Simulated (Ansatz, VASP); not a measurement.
## Two plane-wave programs on SnO2

INCAR

```
SYSTEM = SnO2
PREC = Accurate
ENCUT = 600
EDIFF = 1E-7
ISMEAR = 0
SIGMA = 0.15
LREAL = .False.
LASPH = .True.
NELM = 120
ALGO = Normal
ISIF = 3
LWAVE = .False.
LCHARG = .False.
GGA = PE
IBRION = 2
NSW = 36
EDIFFG = -0.08
GGA_COMPAT = .False.
NELMIN = 4
```

KPOINTS

```
regular mesh
0
Gamma
  4 4 4
  0 0 0
```

POSCAR

```
SnO2
1.0
    0.0000000000      2.8278690800      2.8278690800
    2.8278690800      0.0000000000      2.8278690800
    2.8278690800      2.8278690800      0.0000000000
Sn O
1 2
Direct
    0.5000000000      0.5000000000      0.5000000000
    0.2500000000      0.2500000000      0.2500000000
    0.7500000000      0.7500000000      0.7500000000
```

Input for Ansatz:

```yaml
crystal:
  lattice:
    - [0.0, 2.82786908, 2.82786908]
    - [2.82786908, 0.0, 2.82786908]
    - [2.82786908, 2.82786908, 0.0]
  atoms:
    - { symbol: Sn, position: [0.5, 0.5, 0.5] }
    - { symbol: O, position: [0.25, 0.25, 0.25] }
    - { symbol: O, position: [0.75, 0.75, 0.75] }
basis:
  ecutwfc: 420
kpoints:
  mp_grid: { grid: [4, 4, 4] }
hamiltonian:
  xc: pbe
scf:
  occupations: { method: gaussian, width: 0.15 }
  lower_state_search: "off"
output:
  forces: true
  stress: true
  eigenvalues: true
relax:
  adjacent_minimum: "off"
  f_tol: 0.08
  max_steps: 16
  cell: { stress_tol: 0.8 }
```

Alike in both runs: task relaxation of cell and atoms; functional PBE; k mesh 4 × 4 × 4; occupations gaussian, width 0.15 eV; no spin polarisation.

```csv
,VASP,Ansatz
version,VASP 6.6.1,Ansatz 0.2.0
potentials or method,"VASP PAW PBE potentials, release 64 (Sn_d, O), cutoff 600 eV","scalar-relativistic, plane waves, PAW"
valence electrons in the cell,26,26
```

Ansatz gave:

| Item | Value |
| --- | --- |
| gap on the k mesh at the Fermi level, each at its own relaxed structure (eV) | none |
| relaxed volume (Å³/atom) | 11.43 |
| relaxed cell length with the largest relative difference (Å) | 3.646 |

Problem. Estimate VASP's values.

Solution. gap on the k mesh at the Fermi level, each at its own relaxed structure (eV): none; relaxed volume (Å³/atom): 11.40; relaxed cell length with the largest relative difference (Å): 3.644.

A gap of «none» marks a metal or a gap that the smearing closes.

The k mesh is coarse, so the values compare programs but aren't converged. Noted on VASP's run: the volume moved by over 15 % at a fixed basis, so the end points are rough.
